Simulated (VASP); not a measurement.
# Si (I4/mmm) in VASP: notebook

Si is run at these levels: LDA; tasks: single point.

All numbers are computed with VASP 6.6.1; they aren't measurements. Logs are shortened: lines on timing, memory, paths and dates and some standing lists are left out, and cuts for length are marked.

**1. The cell of the first run**

Symmetry: I4/mmm, No. 139, tetragonal system. Conventional cell: a = 3.187 Å, b = 3.187 Å, c = 2.587 Å, α = 90.00°, β = 90.00°, γ = 90.00°. Si (site symmetry 4/mmm) has 14 Si at 2.59 to 3.19 Å within 3.4 Å.

**2. Single point, LDA**

File INCAR:

```
SYSTEM = Si
  PREC = Accurate
  ENCUT = 520
  EDIFF = 1E-7
  ISMEAR = 1
  SIGMA = 0.15
  LREAL = .False.
  LASPH = .True.
  NELM = 100
  ALGO = Normal
  ISIF = 2
  LWAVE = .False.
  LCHARG = .False.
  NBANDS = 8
```

File KPOINTS:

```
regular mesh
0
Gamma
  14 14 14
  0 0 0
```

File POSCAR:

```
Si
1.0
   -1.5936984361      1.5936984361      1.2933769269
    1.5936984361     -1.5936984361      1.2933769269
    1.5936984361      1.5936984361     -1.2933769269
Si
1
Direct
    0.0000000000      0.0000000000      0.0000000000
```

Potentials or basis: VASP PAW LDA potentials, release 64 (Si).

On the command line:

```sh
$ cat potpaw_LDA.64/Si/POTCAR > POTCAR
$ mpirun -np 1 vasp_std > vasp.out
```

OUTCAR:

```text
SYSTEM = Si
   PREC = Accurate
   ENCUT = 520
   EDIFF = 1E-7
   ISMEAR = 1
   LREAL = .False.
   LASPH = .True.
   NELM = 100
   ISIF = 2

 ion  position               nearest neighbor table
   1  0.000  0.000  0.000-

  LATTYP: Found a body centered tetragonal cell.
 ALAT       =     3.1873968722
 C/A-ratio  =     0.8115568778

  Lattice vectors:

 A1 = (  -1.5936984361,   1.5936984361,   1.2933769269)
 A2 = (   1.5936984361,  -1.5936984361,   1.2933769269)
 A3 = (   1.5936984361,   1.5936984361,  -1.2933769269)

Analysis of symmetry for initial positions (statically):
=====================================================================
 Subroutine PRICEL returns:
 Original cell was already a primitive cell.

 Routine SETGRP: Setting up the symmetry group for a
 body centered tetragonal supercell.

 Subroutine GETGRP returns: Found 16 space group operations
 (whereof 16 operations were pure point group operations)
 out of a pool of 16 trial point group operations.

The static configuration has the point symmetry D_4h.

Analysis of symmetry for dynamics (positions and initial velocities):
=====================================================================
 Subroutine PRICEL returns:
 Original cell was already a primitive cell.

 Routine SETGRP: Setting up the symmetry group for a
 body centered tetragonal supercell.

 Subroutine GETGRP returns: Found 16 space group operations
 (whereof 16 operations were pure point group operations)
 out of a pool of 16 trial point group operations.

The dynamic configuration has the point symmetry D_4h.

 Subroutine INISYM returns: Found 16 space group operations
 (whereof 16 operations are pure point group operations),
 and found     1 'primitive' translations

----------------------------------------------------------------------------------------

                                     Primitive cell

  volume of cell :      13.1401

  direct lattice vectors                    reciprocal lattice vectors
    -1.593698436  1.593698436  1.293376927     0.000000000  0.313735641  0.386584908
     1.593698436 -1.593698436  1.293376927     0.313735641  0.000000000  0.386584908
     1.593698436  1.593698436 -1.293376927     0.313735641  0.313735641  0.000000000

  length of vectors
     2.598571393  2.598571393  2.598571393     0.497873421  0.497873421  0.443689198

  position of ions in fractional coordinates (direct lattice)
     0.000000000  0.000000000  0.000000000

  ion indices of the primitive-cell ions
   primitive index   ion index
                 1           1

----------------------------------------------------------------------------------------

 KPOINTS: regular mesh

Automatic generation of k-mesh.
 Grid dimensions read from file:
 generate k-points for:   14   14   14

 Generating k-lattice:

  Cartesian coordinates                     Fractional coordinates (reciprocal lattice)
     0.000000000  0.022409689  0.027613208     0.071428571 -0.000000000  0.000000000
     0.022409689  0.000000000  0.027613208    -0.000000000  0.071428571  0.000000000
     0.022409689  0.022409689  0.000000000     0.000000000  0.000000000  0.071428571

  Length of vectors
     0.035562387  0.035562387  0.031692086

  Shift w.r.t. Gamma in fractional coordinates (k-lattice)
     0.000000000  0.000000000  0.000000000

 Subroutine IBZKPT returns following result:
 ===========================================

 Found    244 irreducible k-points:

 Following reciprocal coordinates:
            Coordinates               Weight
  0.000000  0.000000  0.000000      1.000000
  0.071429  0.000000  0.000000      8.000000
  0.142857 -0.000000  0.000000      8.000000
  0.214286 -0.000000  0.000000      8.000000
  0.285714 -0.000000  0.000000      8.000000
  0.357143 -0.000000  0.000000      8.000000
[... 16 lines left out ...]
  0.214286  0.142857  0.000000     16.000000
  0.285714  0.142857  0.000000     16.000000
 [... further k-points ...]
   k-points           NKPTS =    244   k-points in BZ     NKDIM =    244   number of bands    NBANDS=      8
   number of dos      NEDOS =    301   number of ions     NIONS =      1
   total plane-waves  NPLWV =   8000
   dimension x,y,z NGX =    20 NGY =   20 NGZ =   20
   dimension x,y,z NGXF=    40 NGYF=   40 NGZF=   40
   ions per type =               1
   NGX,Y,Z   is equivalent  to a cutoff of  12.80, 12.80, 12.80 a.u.
   NGXF,Y,Z  is equivalent  to a cutoff of  25.59, 25.59, 25.59 a.u.
 SYSTEM =  Si
   PREC   = accura    normal or accurate (medium, high low for compatibility)
   ISTART =      0    job   : 0-new  1-cont  2-samecut
   ICHARG =      2    charge: 1-file 2-atom 10-const
   ISPIN  =      1    spin polarized calculation?
   LNONCOLLINEAR =      F non collinear calculations
   LSORBIT =      F    spin-orbit coupling
   LASPH  =      T    aspherical Exc in radial PAW
   ENCUT  =  520.0 eV  38.22 Ry    6.18 a.u.   4.83  4.83  4.83*2*pi/ulx,y,z
   NELM   =    100;   NELMIN=  2; NELMDL= -5     # of ELM steps
   EDIFF  = 0.1E-06   stopping-criterion for ELM
   LREAL  =      F    real-space projection
   EDIFFG = 0.1E-05   stopping-criterion for IOM
   NSW    =      0    number of steps for IOM
   IBRION =     -1    ionic relax: 0-MD 1-quasi-New 2-CG
   NFREE  =      0    steps in history (QN), initial steepest desc. (CG)
   ISIF   =      2    stress and relaxation
   ISYM   =      2    0-nonsym 1-usesym 2-fastsym
   POTIM  = 0.5000    time-step for ionic-motion
   TEBEG  =    0.0;   TEEND  =   0.0 temperature during run
   PSTRESS=    0.0 pullay stress
   NELECT =       4.0000    total number of electrons
   NUPDOWN=      -1.0000    fix difference up-down
   EMIN   =  10.00;   EMAX   =-10.00  energy-range for DOS
   EFERMI =   0.00;   METHOD = LEGACY
   ISMEAR =     1;   SIGMA  =   0.15  broadening in eV -4-tet -1-fermi 0-gaus
   EFERMI_NEDOS =   21; number of points for ismear=-14 and -15
   IALGO  =     38    algorithm
   IMIX   =      4    mixing-type and parameters
     AMIX     =   0.40;   BMIX     =  1.00
     AMIX_MAG =   1.60;   BMIX_MAG =  1.00
  volume/ion in A,a.u.               =      13.14        88.67
  Fermi-wavevector in a.u.,A,eV,Ry     =   1.101275  2.081108 16.501230  1.212806
  Thomas-Fermi vector in A             =   2.237699
   LORBIT       =      0    0 simple, 1 ext, 2 COOP (PROOUT), +10 PAW based schemes
   GGA     = CA    functional components
   LHFCALC =     F    Hartree Fock is set to
   AEXX    =    0.0000 exact exchange contribution
   IVDW    =     0    specifies the selected vdW correction
   LEPSILON=     F    determine dielectric tensor
   LRPA    =     F    only Hartree local field effects (RPA)
 non-spin polarized calculation
 Methfessel and Paxton  Order N= 1 SIGMA  =   0.15
  energy-cutoff  :      520.00
  volume of cell :       13.14
 maximum number of plane-waves:       366
   NGX =  9   NGY =  9   NGZ =  9

 number of electron       4.0000000 magnetization

 Free energy of the ion-electron system (eV)
  ---------------------------------------------------
  ext. energy  EPLUGINS =         0.00000000
  ---------------------------------------------------
  free energy    TOTEN  =        -5.54622416 eV

  energy without entropy =       -5.54575932  energy(sigma->0) =       -5.54606921

 E-fermi :  11.4712     XC(G=0): -11.6469

 val. band max:       11.4669504122   @ k =   0.2857   0.1429   0.1429
 cond. band min:      11.5242678739   @ k =   0.2143   0.2143   0.0714
 fundamental gap:      0.0573174618
 Fermi energy:        11.4711541112

 k-point     1 :       0.0000    0.0000    0.0000
  band No.  band energies     occupation
      1      -3.8701      2.00000
      2      21.1236      0.00000
      3      22.0909      0.00000
      4      22.0909      0.00000
      5      24.6889      0.00000
      6      26.1101      0.00000
      7      26.9937      0.00000
      8      26.9937      0.00000

 k-point     2 :       0.0714    0.0000    0.0000
  band No.  band energies     occupation
      1      -3.6868      2.00000
      2      19.9453      0.00000
      3      21.5408      0.00000
      4      23.3424      0.00000
      5      23.5430      0.00000
      6      26.2000      0.00000
      7      26.2435      0.00000
      8      26.9992      0.00000

 k-point     3 :       0.1429   -0.0000    0.0000
  band No.  band energies     occupation
      1      -3.1379      2.00000
      2      18.6634      0.00000
      3      20.4755      0.00000
      4      20.5817      0.00000
      5      23.2820      0.00000
      6      25.6876      0.00000
      7      26.6127      0.00000
      8      28.2450      0.00000

 k-point     4 :       0.2143   -0.0000    0.0000
  band No.  band energies     occupation
      1      -2.2265      2.00000
      2      17.0306      0.00000
      3      17.6694      0.00000
      4      19.6954      0.00000
      5      21.6865      0.00000
      6      24.4061      0.00000
      7      28.9387      0.00000
      8      29.3338      0.00000

 k-point     5 :       0.2857   -0.0000    0.0000
  band No.  band energies     occupation
      1      -0.9579      2.00000
      2      13.6423     -0.00000
      3      16.9834      0.00000
      4      19.0290      0.00000
      5      20.1591      0.00000
      6      23.1230      0.00000
      7      29.4243      0.00000
      8      31.7198      0.00000
[... 177 lines left out ...]
 k-point    22 :       0.1429    0.1429    0.0000
  band No.  band energies     occupation
      1      -1.5309      2.00000
      2      16.2628      0.00000
      3      17.1556      0.00000
      4      17.3958      0.00000
      5      23.0674      0.00000
      6      24.3760      0.00000
      7      26.6140      0.00000
      8      27.2289      0.00000

 k-point    23 :       0.2143    0.1429    0.0000
  band No.  band energies     occupation
      1      -0.1922      2.00000
      2      13.2985     -0.00000
      3      15.2744      0.00000
      4      16.8390      0.00000
      5      22.5207      0.00000
      6      24.2831      0.00000
      7      26.5587      0.00000
      8      29.0862      0.00000

 k-point    24 :       0.2857    0.1429    0.0000
  band No.  band energies     occupation
      1       1.4929      2.00000
      2      10.2403      2.00000
      3      13.9909     -0.00000
      4      16.5745      0.00000
      5      21.7577      0.00000
      6      24.0723      0.00000
      7      26.9606      0.00000
      8      31.9340      0.00000

 [... further k-points ...]
[... 5 lines left out ...]
  --------------------------------------------------------------------------------------
  -------------------------------------------------------------------------------------
  Total        0.5329298      0.5329298      0.5658227      0.0000000      0.0000000      0.0000000
  in kB       64.9805175     64.9805175     68.9911781      0.0000000      0.0000000      0.0000000
  external PRESSURE =      66.3174043 kB  Pullay stress =       0.0000000 kB

 VOLUME and BASIS-vectors are now :
 -----------------------------------------------------------------------------
  energy-cutoff  :      520.00
  volume of cell :       13.14
      direct lattice vectors                 reciprocal lattice vectors
    -1.593698436  1.593698436  1.293376927     0.000000000  0.313735641  0.386584908
     1.593698436 -1.593698436  1.293376927     0.313735641  0.000000000  0.386584908
     1.593698436  1.593698436 -1.293376927     0.313735641  0.313735641  0.000000000

 POSITION                                       TOTAL-FORCE (eV/Angst)
 -----------------------------------------------------------------------------------
      0.00000      0.00000      0.00000        -0.000000      0.000000      0.000000
 -----------------------------------------------------------------------------------
    total drift:                                0.000000      0.000000     -0.000000

  FREE ENERGIE OF THE ION-ELECTRON SYSTEM (eV)
  ---------------------------------------------------
  free  energy   TOTEN  =        -5.5462241555 eV

  energy  without entropy=       -5.5457593168  energy(sigma->0) =       -5.54606921
```

Wall time 7 s (1 thread of Intel Xeon 6975P-C (Granite Rapids), shared host); peak memory 0.12 GiB.

What came out:

| Item | Value |
| --- | --- |
| Free energy | -5.5462 eV |
| Pressure | 6.6 GPa |
| Band gap on the k mesh | zero (band 2 reaches 21.56 eV, above the bottom of band 3 at 7.94 eV) |

Levels at points of the mesh, in eV from the Fermi level:
| k point | band 1 | band 2 | band 3 | band 4 | band 5 | band 6 |
| --- | --- | --- | --- | --- | --- | --- |
| (0.00, 0.00, 0.00) | -15.34 | 9.65 | 10.62 | 10.62 | 13.22 | 14.64 |
| (0.50, 0.00, 0.00) | -6.84 | -6.24 | 5.01 | 6.26 | 6.83 | 9.67 |
| (0.50, 0.50, 0.00) | -8.80 | -7.85 | 9.49 | 11.63 | 12.07 | 12.30 |
| (0.50, 0.50, 0.50) | -2.57 | -2.57 | -1.34 | 0.89 | 4.33 | 6.81 |

**3. Single point, LDA**

This run uses another cell than the first one, of 13.42 Å³/atom, 1.021 times its volume.

File INCAR:

```
PREC = Accurate
ENCUT = 520
EDIFF = 1E-6
ISMEAR = 1
SIGMA = 0.15
LREAL = False
LASPH = True
NELM = 80
ALGO = Normal
ISIF = 2
LWAVE = False
LCHARG = False
NBANDS = 8
```

File KPOINTS:

```
regular mesh
0
Gamma
  14 14 14
```

File POSCAR:

```
Si
1.0
   -1.6049220343      1.6049220343      1.3024855152
    1.6049220343     -1.6049220343      1.3024855152
    1.6049220343      1.6049220343     -1.3024855152
Si
1
Direct
    0.0000000000      0.0000000000      0.0000000000
```

Potentials or basis: VASP PAW LDA potentials, release 64 (Si).

On the command line:

```sh
$ cat potpaw_LDA.64/Si/POTCAR > POTCAR
$ mpirun -np 1 vasp_std > vasp.out
```

Run time: 6.5 s. Hardware: 1 thread of Intel Xeon 6975P-C (Granite Rapids), shared host; peak memory 0.12 GiB.

Results (log left out):

```
Free energy            : -5.5555 eV
Pressure               : 4.0 GPa
Band gap on the k mesh : zero (band 2 reaches 21.19 eV, above the bottom of band 3 at 7.73 eV)
```

Stress tensor (GPa, compression positive):
```
4.08 0.00 0.00
0.00 4.08 0.00
0.00 0.00 3.88
```

Levels at points of the mesh, in eV from the Fermi level:
| k point | band 1 | band 2 | band 3 | band 4 | band 5 |
| --- | --- | --- | --- | --- | --- |
| (0.00, 0.00, 0.00) | -15.14 | 9.61 | 10.39 | 10.39 | 13.11 |
| (0.50, 0.00, 0.00) | -6.72 | -6.21 | 4.90 | 6.27 | 6.71 |
| (0.50, 0.50, 0.00) | -8.73 | -7.71 | 9.28 | 11.55 | 11.95 |
| (0.50, 0.50, 0.50) | -2.53 | -2.53 | -1.42 | 0.98 | 4.24 |
